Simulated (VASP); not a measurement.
TiSi3W:

```
Ti Si W
1.0
     4.20104    0.00000    0.00000
     0.00000    4.20104    0.00000
     0.00000    0.00000    4.20104
Ti Si W
1 3 1
Direct
  0.50000 0.50000 0.50000
  0.50000 0.00000 0.00000
  0.00000 0.50000 0.00000
  0.00000 0.00000 0.50000
  0.00000 0.00000 0.00000
```

The cell was built from a structure type or drawn by symmetry, and may not be a known phase.

* Program: VASP 6.6.1
* Task: relaxation of cell and atoms
* Functional: PBE
* Potentials or basis: VASP PAW PBE potentials, release 64 (Ti_sv, Si, W_sv)
* Cutoff: 600 eV
* k mesh: 4 × 4 × 4
* Occupations: gaussian, width 0.1 eV
* Spin: no spin polarisation

At the start: pressure 54.0 GPa; volume 14.83 Å³/atom.

**Question.** How do energy, volume and symmetry change on relaxing?

**Answer.** Over 5 steps the energy falls by 747.9 meV/atom and the volume is 20.47 Å³/atom (+38.0 %); space group Pm-3m (No. 221, to 0.1 Å) before and after.

The path:
```
step  energy change (eV)  largest force (eV/Å)  pressure (GPa)  volume (Å³)
   1              0.0000                0.0000           53.95        74.14
   2             -1.2378                0.0000          -15.71       141.67
   3             -3.7348                0.0000           -1.14       103.95
   4             -3.7392                0.0000           -0.33       102.99
   5             -3.7393                0.0000            0.25       102.35
```

Final structure:
```xyz
5
Lattice="4.6777 0.0000 0.0000 0.0000 4.6777 0.0000 0.0000 0.0000 4.6777" Properties=species:S:1:pos:R:3 pbc="T T T"
Ti    2.3389    2.3389    2.3389
Si    2.3389    0.0000    0.0000
Si    0.0000    2.3389    0.0000
Si    0.0000    0.0000    2.3389
W     0.0000    0.0000    0.0000
```

Caveat: the k points lie up to 0.34 Å⁻¹ apart in the final cell; the volume moved by over 15 % at a fixed basis, so the end points are rough.
